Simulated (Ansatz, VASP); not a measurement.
Two plane-wave programs on Zn3SbN

```
CELL_PARAMETERS angstrom
4.04300 0.00000 0.00000
0.00000 4.04300 0.00000
0.00000 0.00000 4.04300
ATOMIC_POSITIONS crystal
Sb 0.00000 0.00000 0.00000
N 0.50000 0.50000 0.50000
Zn 0.50000 0.50000 0.00000
Zn 0.50000 0.00000 0.50000
Zn 0.00000 0.50000 0.50000
```

Alike in both runs: task single point; functional PBEsol; k mesh 10 × 10 × 10; occupations fermi-dirac, width 0.15 eV; no spin polarisation.

```csv
,VASP,Ansatz
version,VASP 6.6.1,Ansatz 0.2.0
potentials or method,"VASP PAW PBE potentials, release 64 (Sb, N, Zn), cutoff 520 eV","scalar-relativistic, plane waves, PAW"
valence electrons in the cell,46,56
```

Ansatz gave:

| Quantity | Value |
| --- | --- |
| gap on the k mesh at the Fermi level (eV) | none |
| pressure (GPa) | 19.3 |

Task: Which values does VASP return?

Result: gap on the k mesh at the Fermi level (eV): none; pressure (GPa): 20.2.

VASP's potentials were made for PBE, not for PBEsol. A gap of «none» marks a metal or a gap that the smearing closes. VASP's potentials hold 46 valence electrons a cell and Ansatz's 56, so a difference there can come from the potentials and not from the codes.

Spin-orbit coupling is off throughout.
